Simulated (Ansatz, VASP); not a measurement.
# SnO in VASP and in Ansatz

Contents of INCAR:

```
SYSTEM = SnO
PREC = Accurate ; ENCUT = 520
EDIFF = 1E-6 ; ISMEAR = 0
SIGMA = 0.05 ; LREAL = .False.
LASPH = .True. ; NELM = 80
ALGO = Normal ; ISIF = 2
LWAVE = .False. ; LCHARG = .False.
LDIPOL = .True. ; IDIPOL = 3
DIPOL = 0.5 0.5 0.403 ; GGA = PE
IVDW = 12 ; NBANDS = 50
```

KPOINTS

```
regular mesh
0
Gamma
  7 7 1
  0 0 0
```

File POSCAR:

```
SnO
1.0
    3.8201527579      0.0002954580      0.0000000000
   -0.0003145460      3.8201527564      0.0000000000
    0.0000000000      0.0000000000     22.2260749779
Sn O
4 4
Direct
    0.9999453016      0.9999453016      0.2024648978
    0.4999453016      0.4999453016      0.3087831520
    0.4999453016      0.8749453016      0.4977503900
   -0.0000546984      0.3749453016      0.6040686442
    0.9999461181      0.4999461181      0.2556240249
    0.4999461181      0.9999461181      0.2556240249
    0.4999461181      0.3749461181      0.5509095171
   -0.0000538819      0.8749461181      0.5509095171
```

Input for Ansatz:

```yaml
crystal:
  lattice:
    - [3.820152616, 0.0002954389, 0.0]
    - [-0.0003145156, 3.8201526145, 0.0]
    - [0.0, 0.0, 22.2260756252]
  atoms:
    - { symbol: Sn, position: [0.9999453016, 0.9999453016, 0.202464892] }
    - { symbol: O, position: [0.9999461184, 0.4999461184, 0.2556240248] }
    - { symbol: O, position: [0.4999461184, 0.9999461184, 0.2556240248] }
    - { symbol: Sn, position: [0.4999453016, 0.4999453016, 0.3087831576] }
    - { symbol: Sn, position: [0.4999453016, 0.8749453016, 0.4977503901] }
    - { symbol: O, position: [0.4999461184, 0.3749461184, 0.5509095229] }
    - { symbol: O, position: [-5.38816e-05, 0.8749461184, 0.5509095229] }
    - { symbol: Sn, position: [-5.46984e-05, 0.3749453016, 0.6040686557] }
basis:
  ecutwfc: 420
kpoints:
  mp_grid: { grid: [7, 7, 1] }
hamiltonian:
  xc: pbe
  pseudopotentials: { kind: paw, azcp: { folder: soft_1 } }
  dispersion: d3bj
scf:
  occupations: { method: gaussian, width: 0.05 }
output:
  forces: true
  eigenvalues: true
efield:
  axis: 3
  dipole_correction: true
  ramp_width: 0.04
```

Alike in both runs: task single point; functional PBE; dispersion D3(BJ); k mesh 7 × 7 × 1; occupations gaussian, width 0.05 eV; no spin polarisation.

```csv
,VASP,Ansatz
version,VASP 6.6.1,Ansatz 0.2.0
potentials or method,"VASP PAW PBE potentials, release 64 (Sn_d, O), cutoff 520 eV","scalar-relativistic, plane waves, PAW"
valence electrons in the cell,80,80
```

```csv
,VASP,Ansatz,Ansatz less VASP
gap on the k mesh at the Fermi level (eV),2.47,2.47,+0.007
least direct gap on the mesh (eV),2.57,2.61,+0.043
rms of the force components (eV/Å),0.044,0.012,-0.0317
```

Ansatz's warnings: structure snapped to symmetry.
